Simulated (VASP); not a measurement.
# Ta3SiO4 (Pm-3m) in VASP: single point with PBE

Aim: the single point of Ta3SiO4 with PBE.

Program: VASP 6.6.1. These are calculated values, not measurements. Logs are shortened: lines on timing, memory, paths and dates and some standing lists are left out, and cuts for length are marked.

### 1 The cell of the first run

The structure is cubic, space group Pm-3m (No. 221). Conventional cell: a = 4.351 Å, b = 4.351 Å, c = 4.351 Å, α = 90.00°, β = 90.00°, γ = 90.00°. Within 2.9 Å of Ta (site symmetry 4/mmm) lie 6 O at 2.18 Å. Si (site symmetry m-3m) has 6 O at 2.18 Å within 2.9 Å. Within 2.9 Å of O (site symmetry 4/mmm) lie 4 Ta at 2.18 Å and 2 Si at 2.18 Å. Within 2.9 Å of O (site symmetry m-3m) lie 6 Ta at 2.18 Å.

### 2 Single point, PBE

INCAR reads:

```
  PREC = Accurate
  ENCUT = 520
  EDIFF = 1E-6
  ISMEAR = 0
  SIGMA = 0.1
  LREAL = F
  LASPH = T
  NELM = 60
  ALGO = Normal
  ISIF = 2
  LWAVE = F
  LCHARG = F
  GGA = PE
  NBANDS = 40
```

KPOINTS reads:

```
Automatic mesh
0
Gamma
  4 4 4
```

POSCAR reads:

```
Ta3SiO4
1.0
    4.3506186000      0.0000000000      0.0000000000
    0.0000000000      4.3506186000      0.0000000000
    0.0000000000      0.0000000000      4.3506186000
Ta Si O
3 1 4
Direct
    0.0000000000      0.5000000000      0.5000000000
    0.5000000000      0.0000000000      0.5000000000
    0.5000000000      0.5000000000      0.0000000000
    0.0000000000      0.0000000000      0.0000000000
    0.5000000000      0.0000000000      0.0000000000
    0.5000000000      0.5000000000      0.5000000000
    0.0000000000      0.0000000000      0.5000000000
    0.0000000000      0.5000000000      0.0000000000
```

Potentials or basis: VASP PAW PBE potentials, release 64 (Ta_pv, Si, O).

On the command line:

```
> cat potpaw_PBE.64/Ta_pv/POTCAR potpaw_PBE.64/Si/POTCAR potpaw_PBE.64/O/POTCAR > POTCAR
> mpirun -np 1 vasp_std > vasp.out
```

OUTCAR:

```text
PREC = Accurate
   ENCUT = 520
   EDIFF = 1E-6
   ISMEAR = 0
   LREAL = F
   LASPH = T
   NELM = 60
   ISIF = 2
   GGA = PE

 ion  position               nearest neighbor table
   1  0.000  0.500  0.500-   6 2.18   7 2.18   8 2.18   8 2.18   7 2.18   6 2.18   3 3.08   4 3.08
                             2 3.08   2 3.08   4 3.08   3 3.08   4 3.08   2 3.08   3 3.08   4 3.08
   2  0.500  0.000  0.500-   5 2.18   6 2.18   7 2.18   5 2.18   6 2.18   7 2.18   3 3.08   4 3.08
                             1 3.08   1 3.08   3 3.08   3 3.08   3 3.08   1 3.08   4 3.08   4 3.08
   3  0.500  0.500  0.000-   5 2.18   6 2.18   8 2.18   6 2.18   5 2.18   8 2.18   1 3.08   2 3.08
                             1 3.08   2 3.08   4 3.08   2 3.08   2 3.08   1 3.08   4 3.08   4 3.08
   4  0.000  0.000  0.000-   5 2.18   7 2.18   8 2.18   7 2.18   8 2.18   5 2.18   1 3.08   2 3.08
                             1 3.08   1 3.08   3 3.08   2 3.08   1 3.08   2 3.08   3 3.08   3 3.08
   5  0.500  0.000  0.000-   2 2.18   3 2.18   4 2.18   2 2.18   3 2.18   4 2.18
   6  0.500  0.500  0.500-   1 2.18   2 2.18   3 2.18   3 2.18   2 2.18   1 2.18
   7  0.000  0.000  0.500-   1 2.18   2 2.18   4 2.18   4 2.18   1 2.18   2 2.18
   8  0.000  0.500  0.000-   1 2.18   3 2.18   4 2.18   1 2.18   4 2.18   3 2.18

  LATTYP: Found a simple cubic cell.
 ALAT       =     4.3506186000

  Lattice vectors:

 A1 = (   4.3506186000,   0.0000000000,   0.0000000000)
 A2 = (   0.0000000000,   4.3506186000,   0.0000000000)
 A3 = (   0.0000000000,   0.0000000000,   4.3506186000)

Analysis of symmetry for initial positions (statically):
=====================================================================
 Subroutine PRICEL returns:
 Original cell was already a primitive cell.

 Routine SETGRP: Setting up the symmetry group for a
 simple cubic supercell.

 Subroutine GETGRP returns: Found 48 space group operations
 (whereof 48 operations were pure point group operations)
 out of a pool of 48 trial point group operations.

The static configuration has the point symmetry O_h .

Analysis of symmetry for dynamics (positions and initial velocities):
=====================================================================
 Subroutine PRICEL returns:
 Original cell was already a primitive cell.

 Routine SETGRP: Setting up the symmetry group for a
 simple cubic supercell.

 Subroutine GETGRP returns: Found 48 space group operations
 (whereof 48 operations were pure point group operations)
 out of a pool of 48 trial point group operations.

The dynamic configuration has the point symmetry O_h .

 Subroutine INISYM returns: Found 48 space group operations
 (whereof 48 operations are pure point group operations),
 and found     1 'primitive' translations

----------------------------------------------------------------------------------------

                                     Primitive cell

  volume of cell :      82.3480

  direct lattice vectors                    reciprocal lattice vectors
     4.350618600  0.000000000  0.000000000     0.229852371  0.000000000  0.000000000
     0.000000000  4.350618600  0.000000000     0.000000000  0.229852371  0.000000000
     0.000000000  0.000000000  4.350618600     0.000000000  0.000000000  0.229852371

  length of vectors
     4.350618600  4.350618600  4.350618600     0.229852371  0.229852371  0.229852371

  position of ions in fractional coordinates (direct lattice)
     0.000000000  0.500000000  0.500000000
     0.500000000  0.000000000  0.500000000
     0.500000000  0.500000000  0.000000000
     0.000000000  0.000000000  0.000000000
     0.500000000  0.000000000  0.000000000
     0.500000000  0.500000000  0.500000000
     0.000000000  0.000000000  0.500000000
     0.000000000  0.500000000  0.000000000

  ion indices of the primitive-cell ions
   primitive index   ion index
                 1           1
                 2           2
                 3           3
                 4           4
                 5           5
                 6           6
                 7           7
                 8           8

----------------------------------------------------------------------------------------

 KPOINTS: Automatic mesh

Automatic generation of k-mesh.
 Grid dimensions read from file:
 generate k-points for:    4    4    4

 Generating k-lattice:

  Cartesian coordinates                     Fractional coordinates (reciprocal lattice)
     0.057463093  0.000000000  0.000000000     0.250000000  0.000000000  0.000000000
     0.000000000  0.057463093  0.000000000     0.000000000  0.250000000  0.000000000
     0.000000000  0.000000000  0.057463093     0.000000000  0.000000000  0.250000000

  Length of vectors
     0.057463093  0.057463093  0.057463093

  Shift w.r.t. Gamma in fractional coordinates (k-lattice)
     0.000000000  0.000000000  0.000000000

 Subroutine IBZKPT returns following result:
 ===========================================

 Found     10 irreducible k-points:

 Following reciprocal coordinates:
            Coordinates               Weight
  0.000000  0.000000  0.000000      1.000000
  0.250000  0.000000  0.000000      6.000000
  0.500000  0.000000  0.000000      3.000000
  0.250000  0.250000  0.000000     12.000000
  0.500000  0.250000  0.000000     12.000000
  0.500000  0.500000  0.000000      3.000000
  0.250000  0.250000  0.250000      8.000000
  0.500000  0.250000  0.250000     12.000000
  0.500000  0.500000  0.250000      6.000000
  0.500000  0.500000  0.500000      1.000000
   k-points           NKPTS =     10   k-points in BZ     NKDIM =     10   number of bands    NBANDS=     40
   number of dos      NEDOS =    301   number of ions     NIONS =      8
   total plane-waves  NPLWV =  32768
   dimension x,y,z NGX =    32 NGY =   32 NGZ =   32
   dimension x,y,z NGXF=    64 NGYF=   64 NGZF=   64
   ions per type =               3   1   4
   NGX,Y,Z   is equivalent  to a cutoff of  12.23, 12.23, 12.23 a.u.
   NGXF,Y,Z  is equivalent  to a cutoff of  24.46, 24.46, 24.46 a.u.
 SYSTEM =  unknown system
   PREC   = accura    normal or accurate (medium, high low for compatibility)
   ISTART =      0    job   : 0-new  1-cont  2-samecut
   ICHARG =      2    charge: 1-file 2-atom 10-const
   ISPIN  =      1    spin polarized calculation?
   LNONCOLLINEAR =      F non collinear calculations
   LSORBIT =      F    spin-orbit coupling
   LASPH  =      T    aspherical Exc in radial PAW
   ENCUT  =  520.0 eV  38.22 Ry    6.18 a.u.   8.09  8.09  8.09*2*pi/ulx,y,z
   NELM   =     60;   NELMIN=  2; NELMDL= -5     # of ELM steps
   EDIFF  = 0.1E-05   stopping-criterion for ELM
   LREAL  =      F    real-space projection
   EDIFFG = 0.1E-04   stopping-criterion for IOM
   NSW    =      0    number of steps for IOM
   IBRION =     -1    ionic relax: 0-MD 1-quasi-New 2-CG
   NFREE  =      0    steps in history (QN), initial steepest desc. (CG)
   ISIF   =      2    stress and relaxation
   ISYM   =      2    0-nonsym 1-usesym 2-fastsym
   POTIM  = 0.5000    time-step for ionic-motion
   TEBEG  =    0.0;   TEEND  =   0.0 temperature during run
   PSTRESS=    0.0 pullay stress
   NELECT =      61.0000    total number of electrons
   NUPDOWN=      -1.0000    fix difference up-down
   EMIN   =  10.00;   EMAX   =-10.00  energy-range for DOS
   EFERMI =   0.00;   METHOD = LEGACY
   ISMEAR =     0;   SIGMA  =   0.10  broadening in eV -4-tet -1-fermi 0-gaus
   EFERMI_NEDOS =   21; number of points for ismear=-14 and -15
   IALGO  =     38    algorithm
   IMIX   =      4    mixing-type and parameters
     AMIX     =   0.40;   BMIX     =  1.00
     AMIX_MAG =   1.60;   BMIX_MAG =  1.00
  volume/ion in A,a.u.               =      10.29        69.46
  Fermi-wavevector in a.u.,A,eV,Ry     =   1.481268  2.799191 29.853307  2.194156
  Thomas-Fermi vector in A             =   2.595200
   LORBIT       =      0    0 simple, 1 ext, 2 COOP (PROOUT), +10 PAW based schemes
   GGA     = PE    functional components
   LHFCALC =     F    Hartree Fock is set to
   AEXX    =    0.0000 exact exchange contribution
   IVDW    =     0    specifies the selected vdW correction
   LEPSILON=     F    determine dielectric tensor
   LRPA    =     F    only Hartree local field effects (RPA)
 non-spin polarized calculation
 Gauss-broadening in eV      SIGMA  =   0.10
  energy-cutoff  :      520.00
  volume of cell :       82.35
 maximum number of plane-waves:      2272
   NGX = 17   NGY = 17   NGZ = 17

 number of electron      60.9999985 magnetization

 Free energy of the ion-electron system (eV)
  ---------------------------------------------------
  ext. energy  EPLUGINS =         0.00000000
  ---------------------------------------------------
  free energy    TOTEN  =       -65.12603083 eV

  energy without entropy =      -65.08900533  energy(sigma->0) =      -65.10751808

 E-fermi :  10.0287     XC(G=0): -13.1429

 val. band max:        9.9647868627   @ k =   0.2500   0.2500   0.0000
 cond. band min:      10.0524523659   @ k =   0.5000   0.5000   0.0000
 fundamental gap:      0.0876655032
 Fermi energy:        10.0286830447

 k-point     1 :       0.0000    0.0000    0.0000
  band No.  band energies     occupation
      1     -26.3855      2.00000
      2     -26.3855      2.00000
      3     -26.3855      2.00000
      4     -25.9845      2.00000
      5     -25.9845      2.00000
      6     -25.9845      2.00000
[... 32 lines left out ...]
     39      13.3087      0.00000
     40      13.7395      0.00000

 k-point     2 :       0.2500    0.0000    0.0000
  band No.  band energies     occupation
      1     -26.3415      2.00000
      2     -26.3415      2.00000
      3     -26.3333      2.00000
      4     -26.0102      2.00000
      5     -26.0008      2.00000
      6     -26.0008      2.00000
[... 333 lines left out ...]
     39      13.6862      0.00000
     40      14.4494      0.00000

 k-point    10 :       0.5000    0.5000    0.5000
  band No.  band energies     occupation
      1     -26.7970      2.00000
      2     -26.3890      2.00000
      3     -26.3890      2.00000
      4     -26.3890      2.00000
      5     -25.8460      2.00000
      6     -25.8460      2.00000
[... 32 lines left out ...]
     39      13.5140      0.00000
     40      15.9139      0.00000

------------------------ aborting loop because EDIFF is reached ----------------------------------------

  FORCE on cell =-STRESS in cart. coord.  units (eV):
  Direction    XX          YY          ZZ          XY          YZ          ZX
  --------------------------------------------------------------------------------------
  -------------------------------------------------------------------------------------
  Total       13.9889244     13.9889244     13.9889244      0.0000000      0.0000000      0.0000000
  in kB      272.1710117    272.1710117    272.1710117      0.0000000      0.0000000      0.0000000
  external PRESSURE =     272.1710117 kB  Pullay stress =       0.0000000 kB

 VOLUME and BASIS-vectors are now :
 -----------------------------------------------------------------------------
  energy-cutoff  :      520.00
  volume of cell :       82.35
      direct lattice vectors                 reciprocal lattice vectors
     4.350618600  0.000000000  0.000000000     0.229852371  0.000000000  0.000000000
     0.000000000  4.350618600  0.000000000     0.000000000  0.229852371  0.000000000
     0.000000000  0.000000000  4.350618600     0.000000000  0.000000000  0.229852371

 POSITION                                       TOTAL-FORCE (eV/Angst)
 -----------------------------------------------------------------------------------
      0.00000      2.17531      2.17531         0.000000      0.000000      0.000000
      2.17531      0.00000      2.17531         0.000000      0.000000      0.000000
      2.17531      2.17531      0.00000         0.000000      0.000000      0.000000
      0.00000      0.00000      0.00000         0.000000      0.000000      0.000000
      2.17531      0.00000      0.00000         0.000000      0.000000      0.000000
      2.17531      2.17531      2.17531         0.000000      0.000000      0.000000
      0.00000      0.00000      2.17531         0.000000      0.000000      0.000000
      0.00000      2.17531      0.00000         0.000000      0.000000      0.000000
 -----------------------------------------------------------------------------------
    total drift:                                0.000000     -0.000000     -0.000000

  FREE ENERGIE OF THE ION-ELECTRON SYSTEM (eV)
  ---------------------------------------------------
  free  energy   TOTEN  =       -65.1260308318 eV

  energy  without entropy=      -65.0890053304  energy(sigma->0) =      -65.10751808
```

Run time: 42 s. Hardware: 1 thread of AMD EPYC 7R43 (Zen 3), shared host; peak memory 0.15 GiB.

What came out:

```
Free energy : -65.1260 eV
Pressure    : 27.2 GPa
```

Caveat: the k points lie up to 0.36 Å⁻¹ apart; spin-orbit coupling is left out, which moves the levels of the heavy elements; an odd number of electrons without spin polarisation forces a metal; a magnetic or distorted state may lie lower.
